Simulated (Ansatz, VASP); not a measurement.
## One calculation of Ru, two programs

The input INCAR:

```
PREC = Accurate
ENCUT = 520
EDIFF = 1E-6
ISMEAR = -1
SIGMA = 0.1
LREAL = False
LASPH = True
NELM = 100
ALGO = Normal
ISIF = 2
LWAVE = False
LCHARG = False
GGA = RP
NBANDS = 21
```

KPOINTS

```
Automatic mesh
0
Gamma
  11 11 11
```

Contents of POSCAR:

```
Ru
1.0
    0.0000000000      2.7067092014      2.7067092014
    2.7067092014      0.0000000000      2.7067092014
    2.7067092014      2.7067092014      0.0000000000
Ru
2
Direct
    0.1250000000      0.1250000000      0.1250000000
    0.8750000000      0.8750000000      0.8750000000
```

Input for Ansatz:

```yaml
crystal:
  lattice:
    - [0.0, 2.7067092014, 2.7067092014]
    - [2.7067092014, 0.0, 2.7067092014]
    - [2.7067092014, 2.7067092014, 0.0]
  atoms:
    - { symbol: Ru, position: [0.125, 0.125, 0.125] }
    - { symbol: Ru, position: [0.875, 0.875, 0.875] }
hamiltonian:
  xc: rpbe
  pseudopotentials:
    kind: paw
    azcp:
      Ru: "pseudopotentials/Ru.paw.azcp"
basis:
  ecutwfc: 420
  fft_grid_basis: typed
kpoints:
  mp_grid: { grid: [11, 11, 11], shift: [0, 0, 0] }
magnetization:
  spin_polarized: false
scf:
  occupations: { method: fermi_dirac, width: 0.1 }
  lower_state_search: "off"
output:
  stress: true
  write_density: true
  write_potential: true
  elf: true
  volumetric_format: npy
```

Alike in both runs: task single point; functional RPBE; k mesh 11 × 11 × 11; occupations fermi-dirac, width 0.1 eV; no spin polarisation.

```csv
,VASP,Ansatz
version,VASP 6.6.1,Ansatz 0.2.0
potentials or method,"VASP PAW PBE potentials, release 64 (Ru_pv), cutoff 520 eV","plane waves (420 eV) with PAW, scalar-relativistic"
valence electrons in the cell,28,32
```

|  | VASP | Ansatz | Ansatz less VASP |
| --- | --- | --- | --- |
| pressure (GPa) | 7.2 | 6.9 | -0.29 |

VASP's potentials were made for PBE, not for RPBE. VASP's potentials hold 28 valence electrons a cell and Ansatz's 32, so a difference there can come from the potentials and not from the codes.
